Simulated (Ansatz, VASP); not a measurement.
# Two plane-wave programs on ZnS

The input INCAR:

```
PREC     = Accurate       # precision mode
ENCUT    = 520            # plane-wave cutoff, eV
EDIFF    = 1E-6           # SCF threshold, eV
ISMEAR   = 0              # smearing method
SIGMA    = 0.05           # smearing width, eV
LREAL    = False          # projectors in reciprocal space
LASPH    = True           # aspherical terms in the spheres
NELM     = 80             # most SCF steps
ALGO     = Normal         # electronic algorithm
ISIF     = 2              # what is computed and relaxed
LWAVE    = False          # write WAVECAR
LCHARG   = False          # write CHGCAR
GGA      = RE             # functional
NBANDS   = 16             # bands
```

The input KPOINTS:

```
regular mesh
0
Gamma
  8 8 8
```

POSCAR

```
ZnS
1.0
    0.0000000000      2.7093766412      2.7093766412
    2.7093766412      0.0000000000      2.7093766412
    2.7093766412      2.7093766412      0.0000000000
Zn S
1 1
Direct
    0.0000000000      0.0000000000      0.0000000000
    0.7500000000      0.7500000000      0.7500000000
```

Input for Ansatz:

```yaml
crystal:
  lattice:
    - [0.0, 2.7093766412, 2.7093766412]
    - [2.7093766412, 0.0, 2.7093766412]
    - [2.7093766412, 2.7093766412, 0.0]
  atoms:
    - { symbol: Zn, position: [0.0, 0.0, 0.0] }
    - { symbol: S, position: [0.75, 0.75, 0.75] }
basis:
  ecutwfc: 420
  ecutrho_ratio: 4
kpoints:
  mp_grid: { grid: [8, 8, 8] }
hamiltonian:
  xc: revpbe
scf:
  occupations: { method: gaussian, width: 0.05 }
output:
  forces: true
  stress: true
  eigenvalues: true
```

Alike in both runs: task single point; functional revPBE; k mesh 8 × 8 × 8; occupations gaussian, width 0.05 eV; no spin polarisation.

|  | VASP | Ansatz |
| --- | --- | --- |
| version | VASP 6.6.1 | Ansatz 0.2.0 |
| potentials or method | VASP PAW PBE potentials, release 64 (Zn, S), cutoff 520 eV | scalar-relativistic, plane waves, PAW |
| valence electrons in the cell | 18 | 18 |

|  | VASP | Ansatz | Ansatz less VASP |
| --- | --- | --- | --- |
| gap on the k mesh at the Fermi level (eV) | 2.20 | 2.20 | -0.002 |
| least direct gap on the mesh (eV) | 2.20 | 2.20 | -0.002 |
| pressure (GPa) | 3.0 | 2.9 | -0.13 |

VASP's potentials were made for PBE, not for revPBE. With one functional, cell and mesh, what is left measures potentials, basis and numerics.
